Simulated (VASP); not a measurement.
## TaC: single point with PBEsol

TaC, a slab with vacuum:

```
CELL_PARAMETERS angstrom
3.13930 0.00000 0.00000
0.00000 4.43965 0.00000
0.00000 0.00000 24.41791
ATOMIC_POSITIONS crystal
Ta 0.50000 0.50000 0.30715
Ta 0.00000 0.00000 0.37143
Ta 0.50000 0.50000 0.43572
Ta 0.00000 0.00000 0.50000
Ta 0.50000 0.50000 0.56428
Ta 0.00000 0.00000 0.62857
Ta 0.50000 0.50000 0.69285
C 0.50000 0.00000 0.30715
C 0.00000 0.50000 0.37143
C 0.50000 0.00000 0.43572
C 0.00000 0.50000 0.50000
C 0.50000 0.00000 0.56428
C 0.00000 0.50000 0.62857
C 0.50000 0.00000 0.69285
```

```
Program             : VASP 6.6.1
Task                : single point
Functional          : PBEsol
Potentials or basis : VASP PAW PBE potentials, release 64 (Ta_pv, C)
Cutoff              : 520 eV
k mesh              : 11 × 8 × 1
Occupations         : gaussian, width 0.1 eV
Spin                : no spin polarisation
```

```json
{"Largest force": "3.043 eV/Å", "Band gap on the k mesh": "zero (an odd number of electrons rules out a gap without spin polarisation)"}
```

Forces on the atoms (eV/Å):
```
Ta   0.000  0.000  3.043
Ta   0.000  0.000 -1.102
Ta   0.000  0.000 -0.541
Ta   0.000  0.000  0.000
Ta   0.000  0.000  0.541
Ta   0.000  0.000  1.102
Ta   0.000  0.000 -3.043
C    0.000  0.000 -0.314
C    0.000  0.000 -1.446
C    0.000  0.000  0.019
C    0.000  0.000  0.000
C    0.000  0.000 -0.019
C    0.000  0.000  1.446
C    0.000  0.000  0.314
```

Levels at points of the mesh, in eV from the Fermi level:
```
           k point  band 50  band 51  band 52  band 53  band 54  band 55  band 56  band 57
(0.00, 0.00, 0.00)    -0.93    -0.61    -0.56    -0.42    -0.05     0.20     0.20     0.52
(0.00, 0.50, 0.00)    -1.33    -1.24    -0.89     0.36     0.37     0.44     0.87     1.74
```

It took 12 min on 1 thread of Intel(R) Xeon(R) 6975P-C (Granite Rapids), on a shared host, peak memory 0.7 GiB.

Caveat: the PAW data sets were made with another functional, which shifts forces and pressure a little; spin-orbit coupling is left out, which moves the levels of the heavy elements.
